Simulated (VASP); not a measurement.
# ReW4 in VASP: further runs

Runs on ReW4. Level: PBE. Tasks: single point.

Program: VASP 6.6.1. These are calculated values, not measurements. Logs are shortened: lines on timing, memory, paths and dates and some standing lists are left out, and cuts for length are marked.

## Step 1: The cell of the first run

The cell holds a slab with vacuum, 5 atoms: a = 4.502 Å, b = 4.502 Å, c = 19.676 Å, α = 90.00°, β = 90.00°, γ = 120.00°.

## Step 2: Single point, PBE

Contents of INCAR:

```
SYSTEM = ReW4
PREC     = Accurate       ! precision mode
ENCUT    = 520            ! plane-wave cutoff, eV
EDIFF    = 1E-6           ! SCF threshold, eV
ISMEAR   = -1             ! smearing method
SIGMA    = 0.08           ! smearing width, eV
LREAL    = .FALSE.        ! projectors in reciprocal space
LASPH    = .TRUE.         ! aspherical terms in the spheres
NELM     = 100            ! most SCF steps
ALGO     = Normal         ! electronic algorithm
ISIF     = 2              ! what is computed and relaxed
LWAVE    = .FALSE.        ! write WAVECAR
LCHARG   = .TRUE.         ! write CHGCAR
LDIPOL   = .TRUE.       
IDIPOL   = 3            
DIPOL    = 0.5 0.5 0.500
GGA      = PE             ! functional
LELF     = .TRUE.         ! ELF
LVHAR    = .TRUE.       
LVACPOTAV= .TRUE.       
NBANDS   = 40             ! bands
```

Contents of KPOINTS:

```
Automatic mesh
0
G
  9 9 1
  0 0 0
```

Contents of POSCAR:

```
ReW4
1.0
    4.5020337152      0.0000000000      0.0000000000
   -2.2510168576      3.8988755660      0.0000000000
    0.0000000000      0.0000000000     19.6759000000
W Re
4 1
Direct
    0.8333333333      0.1666666667      0.4198109027
    0.1666666667      0.8333333333      0.4561351372
    0.8333333333      0.1666666667      0.5438648734
    0.1666666667      0.8333333333      0.5801890921
    0.5000000000      0.5000000000      0.4999999946
```

Potentials or basis: VASP PAW PBE potentials, release 64 (W_sv, Re).

Command:

```console
cat potpaw_PBE.64/W_sv/POTCAR potpaw_PBE.64/Re/POTCAR > POTCAR
mpirun -np 1 vasp_std > vasp.out
```

OUTCAR:

```text
SYSTEM = ReW4
   PREC = Accurate
   ENCUT = 520
   EDIFF = 1E-6
   ISMEAR = -1
   LREAL = .FALSE.
   LASPH = .TRUE.
   NELM = 100
   ISIF = 2
   GGA = PE

 ion  position               nearest neighbor table
   1  0.833  0.167  0.420-   3 2.44   2 2.70   2 2.70   2 2.70   5 3.04   5 3.04   5 3.04
   2  0.167  0.833  0.456-   4 2.44   1 2.70   1 2.70   1 2.70   5 2.74   5 2.74   5 2.74   3 3.12
                             3 3.12   3 3.12
   3  0.833  0.167  0.544-   1 2.44   4 2.70   4 2.70   4 2.70   5 2.74   5 2.74   5 2.74   2 3.12
                             2 3.12   2 3.12
   4  0.167  0.833  0.580-   2 2.44   3 2.70   3 2.70   3 2.70   5 3.04   5 3.04   5 3.04
   5  0.500  0.500  0.500-   2 2.74   2 2.74   2 2.74   3 2.74   3 2.74   3 2.74   1 3.04   1 3.04
                             1 3.04   4 3.04   4 3.04   4 3.04

  LATTYP: Found a hexagonal cell.
 ALAT       =     4.5020337152
 C/A-ratio  =     4.3704470568

  Lattice vectors:

 A1 = (   4.5020337152,   0.0000000000,   0.0000000000)
 A2 = (  -2.2510168576,   3.8988755660,   0.0000000000)
 A3 = (   0.0000000000,   0.0000000000,  19.6759000000)

Analysis of symmetry for initial positions (statically):
=====================================================================
 Subroutine PRICEL returns:
 Original cell was already a primitive cell.

 Routine SETGRP: Setting up the symmetry group for a
 hexagonal supercell.

 Subroutine GETGRP returns: Found 12 space group operations
 (whereof  4 operations were pure point group operations)
 out of a pool of 24 trial point group operations.

The static configuration has the point symmetry C_2h.
 The point group associated with its full space group is D_3d.

Analysis of symmetry for dynamics (positions and initial velocities):
=====================================================================
 Subroutine PRICEL returns:
 Original cell was already a primitive cell.

 Routine SETGRP: Setting up the symmetry group for a
 hexagonal supercell.

 Subroutine GETGRP returns: Found 12 space group operations
 (whereof  4 operations were pure point group operations)
 out of a pool of 24 trial point group operations.

The dynamic configuration has the point symmetry C_2h.
 The point group associated with its full space group is D_3d.

 Subroutine INISYM returns: Found 12 space group operations
 (whereof  4 operations are pure point group operations),
 and found     1 'primitive' translations

----------------------------------------------------------------------------------------

                                     Primitive cell

  volume of cell :     345.3685

  direct lattice vectors                    reciprocal lattice vectors
     4.502033715  0.000000000  0.000000000     0.222121837  0.128242103  0.000000000
    -2.251016858  3.898875566  0.000000000     0.000000000  0.256484205  0.000000000
     0.000000000  0.000000000 19.675900000     0.000000000  0.000000000  0.050823596

  length of vectors
     4.502033715  4.502033715 19.675900000     0.256484205  0.256484205  0.050823596

  position of ions in fractional coordinates (direct lattice)
     0.833333333  0.166666667  0.419810903
     0.166666667  0.833333333  0.456135137
     0.833333333  0.166666667  0.543864873
     0.166666667  0.833333333  0.580189092
     0.500000000  0.500000000  0.499999995

  ion indices of the primitive-cell ions
   primitive index   ion index
                 1           1
                 2           2
                 3           3
                 4           4
                 5           5

----------------------------------------------------------------------------------------

 KPOINTS: Automatic mesh

Automatic generation of k-mesh.
 Grid dimensions read from file:
 generate k-points for:    9    9    1

 Generating k-lattice:

  Cartesian coordinates                     Fractional coordinates (reciprocal lattice)
     0.024680204  0.014249123  0.000000000     0.111111111 -0.000000000  0.000000000
     0.000000000  0.028498245  0.000000000     0.000000000  0.111111111  0.000000000
     0.000000000  0.000000000  0.050823596     0.000000000  0.000000000  1.000000000

  Length of vectors
     0.028498245  0.028498245  0.050823596

  Shift w.r.t. Gamma in fractional coordinates (k-lattice)
     0.000000000  0.000000000  0.000000000

 Subroutine IBZKPT returns following result:
 ===========================================

 Found     12 irreducible k-points:

 Following reciprocal coordinates:
            Coordinates               Weight
  0.000000  0.000000  0.000000      1.000000
  0.111111  0.000000  0.000000      6.000000
  0.222222 -0.000000  0.000000      6.000000
  0.333333 -0.000000  0.000000      6.000000
  0.444444 -0.000000  0.000000      6.000000
  0.111111  0.111111  0.000000      6.000000
  0.222222  0.111111  0.000000     12.000000
  0.333333  0.111111  0.000000     12.000000
  0.444444  0.111111  0.000000      6.000000
  0.222222  0.222222  0.000000      6.000000
  0.333333  0.222222  0.000000     12.000000
  0.333333  0.333333  0.000000      2.000000
   k-points           NKPTS =     12   k-points in BZ     NKDIM =     12   number of bands    NBANDS=     40
   number of dos      NEDOS =    301   number of ions     NIONS =      5
   total plane-waves  NPLWV = 194400
   dimension x,y,z NGX =    36 NGY =   36 NGZ =  150
   dimension x,y,z NGXF=    72 NGYF=   72 NGZF=  300
   ions per type =               4   1
   NGX,Y,Z   is equivalent  to a cutoff of  13.29, 13.29, 12.67 a.u.
   NGXF,Y,Z  is equivalent  to a cutoff of  26.59, 26.59, 25.35 a.u.
 SYSTEM =  ReW4
   PREC   = accura    normal or accurate (medium, high low for compatibility)
   ISTART =      0    job   : 0-new  1-cont  2-samecut
   ICHARG =      2    charge: 1-file 2-atom 10-const
   ISPIN  =      1    spin polarized calculation?
   LNONCOLLINEAR =      F non collinear calculations
   LSORBIT =      F    spin-orbit coupling
   LASPH  =      T    aspherical Exc in radial PAW
   ENCUT  =  520.0 eV  38.22 Ry    6.18 a.u.   8.37  8.37 36.58*2*pi/ulx,y,z
   NELM   =    100;   NELMIN=  2; NELMDL= -5     # of ELM steps
   EDIFF  = 0.1E-05   stopping-criterion for ELM
   LREAL  =      F    real-space projection
   EDIFFG = 0.1E-04   stopping-criterion for IOM
   NSW    =      0    number of steps for IOM
   IBRION =     -1    ionic relax: 0-MD 1-quasi-New 2-CG
   NFREE  =      0    steps in history (QN), initial steepest desc. (CG)
   ISIF   =      2    stress and relaxation
   ISYM   =      2    0-nonsym 1-usesym 2-fastsym
   POTIM  = 0.5000    time-step for ionic-motion
   TEBEG  =    0.0;   TEEND  =   0.0 temperature during run
   PSTRESS=    0.0 pullay stress
   NELECT =      63.0000    total number of electrons
   NUPDOWN=      -1.0000    fix difference up-down
   EMIN   =  10.00;   EMAX   =-10.00  energy-range for DOS
   EFERMI =   0.00;   METHOD = LEGACY
   ISMEAR =    -1;   SIGMA  =   0.08  broadening in eV -4-tet -1-fermi 0-gaus
   EFERMI_NEDOS =   21; number of points for ismear=-14 and -15
   IALGO  =     38    algorithm
   IMIX   =      4    mixing-type and parameters
     AMIX     =   0.40;   BMIX     =  1.00
     AMIX_MAG =   1.60;   BMIX_MAG =  1.00
  volume/ion in A,a.u.               =      69.07       466.13
  Fermi-wavevector in a.u.,A,eV,Ry     =   0.928455  1.754525 11.728608  0.862028
  Thomas-Fermi vector in A             =   2.054633
   LORBIT       =      0    0 simple, 1 ext, 2 COOP (PROOUT), +10 PAW based schemes
   GGA     = PE    functional components
   LHFCALC =     F    Hartree Fock is set to
   AEXX    =    0.0000 exact exchange contribution
   IVDW    =     0    specifies the selected vdW correction
   LEPSILON=     F    determine dielectric tensor
   LRPA    =     F    only Hartree local field effects (RPA)
 non-spin polarized calculation
  energy-cutoff  :      520.00
  volume of cell :      345.37
 maximum number of plane-waves:      9379
 NGX is ok and might be reduce to    36
   NGX = 17   NGY = 17   NGZ = 73

 dipolmoment           0.000000      0.000000      0.000000 electrons x Angstroem

 number of electron      62.9999997 magnetization

 dipolmoment           0.000000      0.000000     -0.000000 electrons x Angstroem

 Free energy of the ion-electron system (eV)
  ---------------------------------------------------
  ext. energy  EPLUGINS =         0.00000000
  ---------------------------------------------------
  free energy    TOTEN  =       -56.17172140 eV

  energy without entropy =      -56.05492362  energy(sigma->0) =      -56.11332251

 E-fermi :  -0.5210     XC(G=0):  -4.2852

 val. band max:       -0.5398038318   @ k =   0.3333   0.2222   0.0000
 cond. band min:      -0.4778158355   @ k =   0.4444   0.1111   0.0000
 fundamental gap:      0.0619879963
 Fermi energy:        -0.5210011788

 k-point     1 :       0.0000    0.0000    0.0000
  band No.  band energies     occupation
      1     -74.6559      2.00000
      2     -74.5713      2.00000
      3     -74.4954      2.00000
      4     -74.4270      2.00000
      5     -39.5716      2.00000
      6     -39.4841      2.00000
[... 32 lines left out ...]
     39       1.6692      0.00000
     40       2.0813      0.00000

 k-point     2 :       0.1111    0.0000    0.0000
  band No.  band energies     occupation
      1     -74.6529      2.00000
      2     -74.5717      2.00000
      3     -74.4954      2.00000
      4     -74.4295      2.00000
      5     -39.5739      2.00000
      6     -39.4903      2.00000
[... 32 lines left out ...]
     39       1.6752      0.00000
     40       2.1913      0.00000

 k-point     3 :       0.2222   -0.0000    0.0000
  band No.  band energies     occupation
      1     -74.6447      2.00000
      2     -74.5740      2.00000
      3     -74.4945      2.00000
      4     -74.4365      2.00000
      5     -39.5782      2.00000
      6     -39.5062      2.00000
[... 337 lines left out ...]
  band No.  band energies     occupation
      1     -74.6149      2.00000
      2     -74.5933      2.00000
      3     -74.4798      2.00000
      4     -74.4616      2.00000
      5     -39.5713      2.00000
      6     -39.5499      2.00000
[... 32 lines left out ...]
     39       1.7335      0.00000
     40       2.0984      0.00000

 k-point    12 :       0.3333    0.3333    0.0000
  band No.  band energies     occupation
      1     -74.6038      2.00000
      2     -74.6038      2.00000
      3     -74.4711      2.00000
      4     -74.4711      2.00000
      5     -39.5619      2.00000
      6     -39.5619      2.00000
[... 32 lines left out ...]
     39       1.2144      0.00000
     40       1.6956      0.00000

------------------------ aborting loop because EDIFF is reached ----------------------------------------

  FORCE on cell =-STRESS in cart. coord.  units (eV):
  Direction    XX          YY          ZZ          XY          YZ          ZX
  --------------------------------------------------------------------------------------
  -------------------------------------------------------------------------------------
  Total       -4.6417579     -4.6417579      0.4034185     -0.0000000      0.0000000      0.0000000
  in kB      -21.5332877    -21.5332877      1.8714734     -0.0000000      0.0000000      0.0000000
  external PRESSURE =     -13.7317007 kB  Pullay stress =       0.0000000 kB

 VOLUME and BASIS-vectors are now :
 -----------------------------------------------------------------------------
  energy-cutoff  :      520.00
  volume of cell :      345.37
      direct lattice vectors                 reciprocal lattice vectors
     4.502033715  0.000000000  0.000000000     0.222121837  0.128242103  0.000000000
    -2.251016858  3.898875566  0.000000000     0.000000000  0.256484205  0.000000000
     0.000000000  0.000000000 19.675900000     0.000000000  0.000000000  0.050823596

 POSITION                                       TOTAL-FORCE (eV/Angst)
 -----------------------------------------------------------------------------------
      3.37653      0.64981      8.26016        -0.000000      0.000000     -0.303371
     -1.12551      3.24906      8.97487        -0.000000      0.000000      0.291579
      3.37653      0.64981     10.70103        -0.000000     -0.000000     -0.291579
     -1.12551      3.24906     11.41574         0.000000     -0.000000      0.303371
      1.12551      1.94944      9.83795         0.000000      0.000000      0.000000
 -----------------------------------------------------------------------------------
    total drift:                               -0.000000      0.000000     -0.000167

  FREE ENERGIE OF THE ION-ELECTRON SYSTEM (eV)
  ---------------------------------------------------
  free  energy   TOTEN  =       -56.1717213956 eV

  energy  without entropy=      -56.0549236241  energy(sigma->0) =      -56.11332251

 vacuum level on the upper side and lower side of the slab         3.413         3.413
```

Wall time 9 min (1 thread of Intel Xeon 8259CL, shared host); peak memory 0.53 GiB.

Results:

```yaml
Free_energy: -56.1717 eV
Largest_force: 0.303 eV/Å
Band_gap_on_the_k_mesh: zero (an odd number of electrons rules out a gap without spin polarisation)
```

Forces on the atoms (eV/Å):
```
W    0.000  0.000 -0.303
W    0.000  0.000  0.292
W    0.000  0.000 -0.292
W    0.000  0.000  0.303
Re   0.000  0.000  0.000
```

Levels at points of the mesh, in eV from the Fermi level:
```csv
k point,band 29,band 30,band 31,band 32,band 33,band 34
"(0.00, 0.00, 0.00)",-1.61,-1.16,-1.16,0.11,0.80,0.80
```

Caveat: spin-orbit coupling is left out, which moves the levels of the heavy elements.

## Step 3: Single point, PBE

Contents of INCAR:

```
PREC     = Accurate       # precision mode
ENCUT    = 520            # plane-wave cutoff, eV
EDIFF    = 1E-7           # SCF threshold, eV
ISMEAR   = -1             # smearing method
SIGMA    = 0.08           # smearing width, eV
LREAL    = F              # projectors in reciprocal space
LASPH    = T              # aspherical terms in the spheres
NELM     = 60             # most SCF steps
ALGO     = Normal         # electronic algorithm
ISIF     = 2              # what is computed and relaxed
LWAVE    = F              # write WAVECAR
LCHARG   = F              # write CHGCAR
LDIPOL   = T            
IDIPOL   = 3            
DIPOL    = 0.5 0.5 0.500
GGA      = PE             # functional
NBANDS   = 40             # bands
```

Contents of KPOINTS:

```
Automatic mesh
0
Gamma
  9 9 1
```

POSCAR is that of step 2.

Potentials or basis: VASP PAW PBE potentials, release 64 (W_sv, Re).

Command:

```console
cat potpaw_PBE.64/W_sv/POTCAR potpaw_PBE.64/Re/POTCAR > POTCAR
mpirun -np 1 vasp_std > vasp.out
```

It took 12 min on 1 thread of Intel Xeon 8259CL, shared host; peak memory 0.54 GiB.

Results (log left out):

```yaml
Free_energy: -56.1718 eV
Largest_force: 0.303 eV/Å
Band_gap_on_the_k_mesh: zero (an odd number of electrons rules out a gap without spin polarisation)
```

Forces on the atoms (eV/Å):
```
W    0.000  0.000 -0.303
W    0.000  0.000  0.292
W    0.000  0.000 -0.292
W    0.000  0.000  0.303
Re   0.000  0.000  0.000
```

Levels at points of the mesh, in eV from the Fermi level:
```
           k point  band 27  band 28  band 29  band 30  band 31  band 32  band 33  band 34  band 35  band 36
(0.00, 0.00, 0.00)    -1.84    -1.62    -1.62    -1.16    -1.16     0.11     0.80     0.80     1.10     1.10
```

Caveat: spin-orbit coupling is left out, which moves the levels of the heavy elements.
